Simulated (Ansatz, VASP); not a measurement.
**Two plane-wave programs on AlSn**

```
CELL_PARAMETERS angstrom
4.23510 0.00000 0.00000
-2.11755 3.66770 0.00000
0.00000 0.00000 3.33598
ATOMIC_POSITIONS crystal
Al 0.00000 0.00000 0.00000
Sn 0.33333 0.66667 0.50000
```

Alike in both runs: task single point; functional PBE; k mesh 8 × 8 × 9; no spin polarisation.

```csv
,VASP,Ansatz
version,VASP 6.6.1,Ansatz 0.2.0
potentials or method,"VASP PAW PBE potentials, release 64 (Al, Sn_d), cutoff 520 eV","plane waves, PAW"
occupations,"methfessel-paxton of order 1, width 0.1 eV","cold, width 0.1 eV"
valence electrons in the cell,17,17
```

VASP gave:

* pressure (GPa): -1.3
* traceless stress, the component that is largest in VASP (GPa): -1.54

Question: Which values does Ansatz return?

Answer: Pressure (GPa): -1.3; traceless stress, the component that is largest in VASP (GPa): -1.62.

Ansatz's warnings: stress scf threshold loose.
